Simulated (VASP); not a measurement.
# LiGaO: single point with PBE

Crystal: LiGaO.

```
Li Ga O
1.0
     3.74050    0.00000    0.00000
    -1.87025    3.23937    0.00000
     0.00000    0.00000    6.31924
Li Ga O
2 2 2
Cartesian
  0.0000 0.0000 0.0000
  0.0000 0.0000 3.1596
  0.0000 2.1596 3.1596
  1.8702 1.0798 3.1596
  0.0000 2.1596 0.0000
  1.8702 1.0798 0.0000
```

The cell was generated, and may not be a known phase.

```json
{
  "Program": "VASP 6.6.1",
  "Task": "single point",
  "Functional": "PBE",
  "Potentials or basis": "VASP PAW PBE potentials, release 64 (Li_sv, Ga_d, O)",
  "Cutoff": "520 eV",
  "k mesh": "6 × 6 × 4",
  "Occupations": "gaussian, width 0.1 eV",
  "Spin": "collinear spin, ferromagnetic start",
  "Starting moments": "[0.0, 0.0, 0.0, 0.0, 1.0, 1.0] μB"
}
```

```json
{
  "Net moment": "0.76 μB per cell",
  "Site moments": "Li +0.00, -0.00; Ga -0.01; O +0.33 μB",
  "Valence electrons inside the program's atomic spheres": "Li 2.05, 2.29; Ga 12.19; O 4.72"
}
```

Levels at points of the mesh, in eV from the Fermi level:
Spin up:
| k point | band 18 | band 19 | band 20 | band 21 | band 22 | band 23 | band 24 | band 25 | band 26 | band 27 |
| --- | --- | --- | --- | --- | --- | --- | --- | --- | --- | --- |
| (0.00, 0.00, 0.00) | -3.68 | -0.74 | -0.74 | -0.53 | -0.34 | 1.64 | 1.64 | 3.48 | 3.48 | 5.63 |
| (0.50, 0.00, 0.00) | -3.24 | -2.62 | -1.90 | -1.59 | -0.55 | 0.58 | 1.97 | 2.36 | 4.43 | 7.55 |
| (0.00, 0.00, 0.50) | -3.03 | -2.39 | -0.74 | -0.74 | -0.35 | 1.61 | 1.61 | 3.45 | 3.45 | 5.88 |
| (0.50, 0.00, 0.50) | -3.33 | -2.03 | -1.94 | -1.18 | -0.60 | 0.58 | 1.04 | 2.17 | 4.24 | 7.67 |
Spin down:
| k point | band 19 | band 20 | band 21 | band 22 | band 23 | band 24 |
| --- | --- | --- | --- | --- | --- | --- |
| (0.00, 0.00, 0.00) | -0.36 | 0.01 | 0.01 | 0.05 | 1.62 | 1.62 |
| (0.50, 0.00, 0.00) | -2.37 | -1.90 | -1.29 | 0.26 | 1.44 | 2.04 |
| (0.00, 0.00, 0.50) | -2.41 | 0.02 | 0.02 | 0.03 | 1.59 | 1.59 |
| (0.50, 0.00, 0.50) | -1.96 | -1.70 | -0.83 | 0.13 | 1.09 | 1.44 |

Wall time 3.4 min on 1 thread of Oxide Virtual Turin-like Processor, on a shared host, peak memory 0.22 GiB.

Caveat: a moment this small can come from the mesh or the smearing.
